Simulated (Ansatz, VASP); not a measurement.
Two plane-wave programs on RbBr

Contents of INCAR:

```
SYSTEM = RbBr
PREC = Accurate
ENCUT = 520
EDIFF = 1E-6
ISMEAR = 0
SIGMA = 0.01
LREAL = .FALSE.
LASPH = .TRUE.
NELM = 80
ALGO = Normal
ISIF = 2
LWAVE = .FALSE.
LCHARG = .FALSE.
GGA = PE
NBANDS = 24
```

KPOINTS

```
regular mesh
0
G
  6 6 4
  0 0 0
```

Contents of POSCAR:

```
RbBr
1.0
    5.8104058332      0.0000000000      0.0000000000
   -2.9052029166      5.0319590579      0.0000000000
    0.0000000000      0.0000000000      6.8149477616
Rb Br
2 2
Direct
    0.3333333333      0.6666666667     -0.0624917499
    0.6666666667      0.3333333333      0.4375082501
    0.3333333333      0.6666666667      0.4374917499
    0.6666666667      0.3333333333      0.9374917499
```

Input for Ansatz:

```yaml
crystal:
  lattice:
    - [5.8104058332, 0.0, 0.0]
    - [-2.9052029166, 5.0319590579, 0.0]
    - [0.0, 0.0, 6.8149477616]
  atoms:
    - { symbol: Rb, position: [0.3333333333, 0.6666666667, -0.0624917499] }
    - { symbol: Rb, position: [0.6666666667, 0.3333333333, 0.4375082501] }
    - { symbol: Br, position: [0.3333333333, 0.6666666667, 0.4374917499] }
    - { symbol: Br, position: [0.6666666667, 0.3333333333, 0.9374917499] }
kpoints:
  mp_grid: { grid: [6, 6, 4] }
hamiltonian:
  xc: pbe
scf:
  occupations: { method: fixed }
  n_extra_bands: 5
output:
  forces: true
  stress: true
  eigenvalues: true
```

Alike in both runs: task single point; functional PBE; k mesh 6 × 6 × 4; no spin polarisation.

|  | VASP | Ansatz |
| --- | --- | --- |
| version | VASP 6.6.1 | Ansatz 0.2.0 |
| potentials or method | VASP PAW PBE potentials, release 64 (Rb_sv, Br) | plane waves, PAW |
| plane-wave cutoff (eV) | 520 | 420 |
| occupations | gaussian, width 0.01 eV | fixed |
| valence electrons in the cell | 32 | 32 |

```csv
,VASP,Ansatz,Ansatz less VASP
gap on the k mesh at the Fermi level (eV),4.12,4.12,+0.002
pressure (GPa),0.7,0.7,-0.02
"traceless stress, the component that is largest in VASP (GPa)",0.05,0.05,-0.003
```

Ansatz's warnings: structure snapped to symmetry.
